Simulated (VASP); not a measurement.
# Zr3H (P6_3/mcm) in VASP: further runs, part 2 of 3

VASP 6.6.1. The steps go on from the part before.

## (3) Single point, PBE

This run uses another cell than the first one, of 19.50 Å³/atom, 1.091 times its volume.

INCAR reads:

```
SYSTEM = Zr3H
PREC = Accurate
ENCUT = 520
EDIFF = 1E-6
ISMEAR = 0
SIGMA = 0.1
LREAL = .False.
LASPH = .True.
NELM = 60
ALGO = Normal
ISIF = 2
LWAVE = .False.
LCHARG = .False.
GGA = PE
NBANDS = 47
```

KPOINTS reads:

```
regular mesh
0
Gamma
  3 3 4
  0 0 0
```

POSCAR reads:

```
Zr3H
1.0
    5.9466731500      0.0000000000      0.0000000000
   -2.9733365800      5.1499700200      0.0000000000
    0.0000000000      0.0000000000      5.0932788200
Zr H
6 2
Direct
    0.2500000000      0.0000000000      0.2500000000
    0.2500000000      0.2500000000      0.7500000000
    0.0000000000      0.2500000000      0.2500000000
    0.7500000000      0.0000000000      0.7500000000
    0.7500000000      0.7500000000      0.2500000000
    0.0000000000      0.7500000000      0.7500000000
    0.0000000000      0.0000000000      0.0000000000
    0.0000000000      0.0000000000      0.5000000000
```

Potentials or basis: VASP PAW PBE potentials, release 64 (Zr_sv, H).

Started as:

```sh
cat potpaw_PBE.64/Zr_sv/POTCAR potpaw_PBE.64/H/POTCAR > POTCAR
mpirun -np 1 vasp_std > vasp.out
```

OUTCAR:

```text
SYSTEM = Zr3H
   PREC = Accurate
   ENCUT = 520
   EDIFF = 1E-6
   ISMEAR = 0
   LREAL = .False.
   LASPH = .True.
   NELM = 60
   ISIF = 2
   GGA = PE

 ion  position               nearest neighbor table
   1  0.250  0.000  0.250-   7 1.96   8 1.96   5 2.57   3 2.57   6 2.95   6 2.95   2 2.95   2 2.95

   2  0.250  0.250  0.750-   7 1.96   8 1.96   4 2.57   6 2.57   3 2.95   3 2.95   1 2.95   1 2.95

   3  0.000  0.250  0.250-   7 1.96   8 1.96   1 2.57   5 2.57   2 2.95   2 2.95   4 2.95   4 2.95

   4  0.750  0.000  0.750-   7 1.96   8 1.96   2 2.57   6 2.57   3 2.95   3 2.95   5 2.95   5 2.95

   5  0.750  0.750  0.250-   7 1.96   8 1.96   1 2.57   3 2.57   6 2.95   6 2.95   4 2.95   4 2.95

   6  0.000  0.750  0.750-   7 1.96   8 1.96   4 2.57   2 2.57   5 2.95   5 2.95   1 2.95   1 2.95

   7  0.000  0.000  0.000-   1 1.96   4 1.96   2 1.96   5 1.96   3 1.96   6 1.96
   8  0.000  0.000  0.500-   1 1.96   4 1.96   2 1.96   5 1.96   3 1.96   6 1.96

  LATTYP: Found a hexagonal cell.
 ALAT       =     5.9466731500
 C/A-ratio  =     0.8564921413

  Lattice vectors:

 A1 = (   5.9466731500,   0.0000000000,   0.0000000000)
 A2 = (  -2.9733365800,   5.1499700200,   0.0000000000)
 A3 = (   0.0000000000,   0.0000000000,   5.0932788200)

Analysis of symmetry for initial positions (statically):
=====================================================================
 Subroutine PRICEL returns:
 Original cell was already a primitive cell.

 Routine SETGRP: Setting up the symmetry group for a
 hexagonal supercell.

 Subroutine GETGRP returns: Found 24 space group operations
 (whereof 12 operations were pure point group operations)
 out of a pool of 24 trial point group operations.

The static configuration has the point symmetry D_3d.
 The point group associated with its full space group is D_6h.

Analysis of symmetry for dynamics (positions and initial velocities):
=====================================================================
 Subroutine PRICEL returns:
 Original cell was already a primitive cell.

 Routine SETGRP: Setting up the symmetry group for a
 hexagonal supercell.

 Subroutine GETGRP returns: Found 24 space group operations
 (whereof 12 operations were pure point group operations)
 out of a pool of 24 trial point group operations.

The dynamic configuration has the point symmetry D_3d.
 The point group associated with its full space group is D_6h.

 Subroutine INISYM returns: Found 24 space group operations
 (whereof 12 operations are pure point group operations),
 and found     1 'primitive' translations

----------------------------------------------------------------------------------------

                                     Primitive cell

  volume of cell :     155.9826

  direct lattice vectors                    reciprocal lattice vectors
     5.946673150  0.000000000  0.000000000     0.168161252  0.097087944  0.000000000
    -2.973336580  5.149970020  0.000000000     0.000000000  0.194175888  0.000000000
     0.000000000  0.000000000  5.093278820     0.000000000  0.000000000  0.196337180

  length of vectors
[... 52 lines left out ...]
  0.333333  0.000000  0.000000      6.000000
  0.333333  0.333333  0.000000      2.000000
  0.000000  0.000000  0.250000      2.000000
  0.333333  0.000000  0.250000     12.000000
  0.333333  0.333333  0.250000      4.000000
  0.000000  0.000000  0.500000      1.000000
  0.333333  0.000000  0.500000      6.000000
  0.333333  0.333333  0.500000      2.000000
   k-points           NKPTS =      9   k-points in BZ     NKDIM =      9   number of bands    NBANDS=     47
   number of dos      NEDOS =    301   number of ions     NIONS =      8
   total plane-waves  NPLWV =  92160
   dimension x,y,z NGX =    48 NGY =   48 NGZ =   40
   dimension x,y,z NGXF=    96 NGYF=   96 NGZF=   80
   ions per type =               6   2
   NGX,Y,Z   is equivalent  to a cutoff of  13.42, 13.42, 13.06 a.u.
   NGXF,Y,Z  is equivalent  to a cutoff of  26.84, 26.84, 26.11 a.u.
 SYSTEM =  Zr3H
   PREC   = accura    normal or accurate (medium, high low for compatibility)
   ISTART =      0    job   : 0-new  1-cont  2-samecut
   ICHARG =      2    charge: 1-file 2-atom 10-const
   ISPIN  =      1    spin polarized calculation?
   LNONCOLLINEAR =      F non collinear calculations
   LSORBIT =      F    spin-orbit coupling
   LASPH  =      T    aspherical Exc in radial PAW
   ENCUT  =  520.0 eV  38.22 Ry    6.18 a.u.  11.06 11.06  9.47*2*pi/ulx,y,z
   NELM   =     60;   NELMIN=  2; NELMDL= -5     # of ELM steps
   EDIFF  = 0.1E-05   stopping-criterion for ELM
   LREAL  =      F    real-space projection
   EDIFFG = 0.1E-04   stopping-criterion for IOM
   NSW    =      0    number of steps for IOM
   IBRION =     -1    ionic relax: 0-MD 1-quasi-New 2-CG
   NFREE  =      0    steps in history (QN), initial steepest desc. (CG)
   ISIF   =      2    stress and relaxation
   ISYM   =      2    0-nonsym 1-usesym 2-fastsym
   POTIM  = 0.5000    time-step for ionic-motion
   TEBEG  =    0.0;   TEEND  =   0.0 temperature during run
   PSTRESS=    0.0 pullay stress
   NELECT =      74.0000    total number of electrons
   NUPDOWN=      -1.0000    fix difference up-down
   EMIN   =  10.00;   EMAX   =-10.00  energy-range for DOS
   EFERMI =   0.00;   METHOD = LEGACY
   ISMEAR =     0;   SIGMA  =   0.10  broadening in eV -4-tet -1-fermi 0-gaus
   EFERMI_NEDOS =   21; number of points for ismear=-14 and -15
   IALGO  =     38    algorithm
   IMIX   =      4    mixing-type and parameters
     AMIX     =   0.40;   BMIX     =  1.00
     AMIX_MAG =   1.60;   BMIX_MAG =  1.00
  volume/ion in A,a.u.               =      19.50       131.58
  Fermi-wavevector in a.u.,A,eV,Ry     =   1.276811  2.412823 22.180853  1.630247
  Thomas-Fermi vector in A             =   2.409446
   LORBIT       =      0    0 simple, 1 ext, 2 COOP (PROOUT), +10 PAW based schemes
   GGA     = PE    functional components
   LHFCALC =     F    Hartree Fock is set to
   AEXX    =    0.0000 exact exchange contribution
   IVDW    =     0    specifies the selected vdW correction
   LEPSILON=     F    determine dielectric tensor
   LRPA    =     F    only Hartree local field effects (RPA)
 non-spin polarized calculation
 Gauss-broadening in eV      SIGMA  =   0.10
  energy-cutoff  :      520.00
  volume of cell :      155.98
 maximum number of plane-waves:      4233
 NGX is ok and might be reduce to    48
   NGX = 23   NGY = 23   NGZ = 19

 number of electron      73.9999996 magnetization

 Free energy of the ion-electron system (eV)
  ---------------------------------------------------
  ext. energy  EPLUGINS =         0.00000000
  ---------------------------------------------------
  free energy    TOTEN  =       -50.14297536 eV

  energy without entropy =      -50.09079516  energy(sigma->0) =      -50.11688526

 E-fermi :   7.7252     XC(G=0): -10.3706

 val. band max:        7.7238853388   @ k =   0.3333   0.0000   0.2500
 cond. band min:       7.7671236183   @ k =   0.3333   0.0000   0.2500
 fundamental gap:      0.0432382795
 Fermi energy:         7.7252230601

 k-point     1 :       0.0000    0.0000    0.0000
  band No.  band energies     occupation
      1     -41.0137      2.00000
      2     -40.7370      2.00000
      3     -40.5312      2.00000
      4     -40.5312      2.00000
      5     -40.4038      2.00000
      6     -40.4038      2.00000
[... 439 lines left out ...]
     46      10.6386      0.00000
     47      11.1286      0.00000

------------------------ aborting loop because EDIFF is reached ----------------------------------------

  FORCE on cell =-STRESS in cart. coord.  units (eV):
  Direction    XX          YY          ZZ          XY          YZ          ZX
  --------------------------------------------------------------------------------------
  -------------------------------------------------------------------------------------
  Total       21.3502990     21.3502991     22.4791908     -0.0000000      0.0000000     -0.0000000
  in kB      219.2998444    219.2998448    230.8952696     -0.0000002      0.0000000     -0.0000000
  external PRESSURE =     223.1649863 kB  Pullay stress =       0.0000000 kB

 VOLUME and BASIS-vectors are now :
 -----------------------------------------------------------------------------
  energy-cutoff  :      520.00
  volume of cell :      155.98
      direct lattice vectors                 reciprocal lattice vectors
     5.946673150  0.000000000  0.000000000     0.168161252  0.097087944  0.000000000
    -2.973336580  5.149970020  0.000000000     0.000000000  0.194175888  0.000000000
     0.000000000  0.000000000  5.093278820     0.000000000  0.000000000  0.196337180

 POSITION                                       TOTAL-FORCE (eV/Angst)
 -----------------------------------------------------------------------------------
      1.48667      0.00000      1.27332         6.948729      0.000000     -0.000000
      0.74333      1.28749      3.81996         3.474364      6.017776     -0.000000
     -0.74333      1.28749      1.27332        -3.474364      6.017776      0.000000
      4.46000      0.00000      3.81996        -6.948729     -0.000000      0.000000
      2.23000      3.86248      1.27332        -3.474364     -6.017776     -0.000000
     -2.23000      3.86248      3.81996         3.474364     -6.017776      0.000000
      0.00000      0.00000      0.00000        -0.000000      0.000000     -0.000000
      0.00000      0.00000      2.54664        -0.000000      0.000000     -0.000000
 -----------------------------------------------------------------------------------
    total drift:                               -0.000000      0.000000     -0.000000

  FREE ENERGIE OF THE ION-ELECTRON SYSTEM (eV)
  ---------------------------------------------------
  free  energy   TOTEN  =       -50.1429753627 eV

  energy  without entropy=      -50.0907951564  energy(sigma->0) =      -50.11688526
```

Run time: 55 s. Hardware: 1 thread of AMD EPYC 9R45 (Zen 5), shared host; peak memory 0.27 GiB.

Results:

```
Free energy            : -50.1430 eV
Pressure               : 22.3 GPa
Largest force          : 6.949 eV/Å
Band gap on the k mesh : zero (band 37 reaches 7.92 eV, above the bottom of band 38 at 7.53 eV)
```

Forces on the atoms (eV/Å):
```
Zr   6.949  0.000  0.000
Zr   3.474  6.018  0.000
Zr  -3.474  6.018  0.000
Zr  -6.949  0.000  0.000
Zr  -3.474 -6.018  0.000
Zr   3.474 -6.018  0.000
H    0.000  0.000  0.000
H    0.000  0.000  0.000
```

Levels at points of the mesh, in eV from the Fermi level:
| k point | band 33 | band 34 | band 35 | band 36 | band 37 | band 38 | band 39 | band 40 | band 41 | band 42 |
| --- | --- | --- | --- | --- | --- | --- | --- | --- | --- | --- |
| (0.00, 0.00, 0.00) | -0.82 | -0.47 | -0.47 | -0.38 | -0.11 | 0.12 | 0.37 | 0.37 | 0.39 | 0.39 |
| (0.00, 0.00, 0.50) | -0.79 | -0.79 | 0.19 | 0.19 | 0.19 | 0.19 | 0.44 | 0.44 | 0.48 | 0.48 |

Caveat: the k points lie up to 0.41 Å⁻¹ apart; forces of over 1 eV/Å act on the atoms, so gaps and moduli don't describe the material at rest.

(Part 2 of 3 ends here.)
